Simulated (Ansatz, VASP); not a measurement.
# Si31Ge in VASP and in Ansatz

```
Ge Si
1.0
    -5.43383    5.43383   -5.43383
     5.43383   -5.43383   -5.43383
    -5.43383   -5.43383    5.43383
Ge Si
1 31
Direct
  0.00017 0.49966 0.74907
  0.74975 0.49975 0.99985
  0.50017 0.49962 0.24909
  0.25066 0.24894 0.74919
  0.25083 0.49976 0.49878
  0.00021 0.24909 0.99979
  0.74963 0.24901 0.24804
  0.50018 0.99966 0.74911
  0.49905 0.24913 0.49876
  0.25089 0.00081 0.99993
  0.00017 0.99967 0.24910
  0.74955 0.74999 0.74914
  0.74989 0.99867 0.49894
  0.50131 0.75028 0.99990
  0.25079 0.75016 0.25022
  0.00017 0.75011 0.49862
  0.25425 0.75371 0.00324
  0.00033 0.75008 0.24900
  0.74985 0.74896 0.49888
  0.49987 0.49961 0.99938
  0.49997 0.75006 0.74937
  0.25053 0.49963 0.24897
  0.00017 0.49957 0.49494
  0.74986 0.24934 0.99857
  0.74611 0.49956 0.74924
  0.50060 0.25035 0.24967
  0.24950 0.24934 0.49891
  0.00016 0.99926 0.99935
  0.00034 0.24571 0.74939
  0.75086 0.99995 0.24967
  0.50055 0.99993 0.49972
  0.25049 0.99923 0.74925
```

Alike in both runs: functional PBEsol; k mesh 3 × 3 × 3; occupations gaussian, width 0.02 eV; no spin polarisation.

Ansatz relaxed the structure, and its values are those at the end. VASP's run is a single point on that final structure, the one shown.

|  | VASP | Ansatz |
| --- | --- | --- |
| version | VASP 6.6.1 | Ansatz 0.2.0 |
| potentials or method | VASP PAW PBE potentials, release 64 (Ge_d, Si), cutoff 520 eV | scalar-relativistic, plane waves, PAW |
| valence electrons in the cell | 138 | 138 |

Ansatz gave:

| Quantity | Value |
| --- | --- |
| gap on the k mesh at the Fermi level (eV) | 0.50 |
| least direct gap on the mesh (eV) | 0.50 |
| rms of the force components (eV/Å) | 0.008 |

Problem. What did VASP give for the same quantities?

Solution. gap on the k mesh at the Fermi level (eV): 0.49; least direct gap on the mesh (eV): 0.49; rms of the force components (eV/Å): 0.010.

VASP's potentials were made for PBE, not for PBEsol.
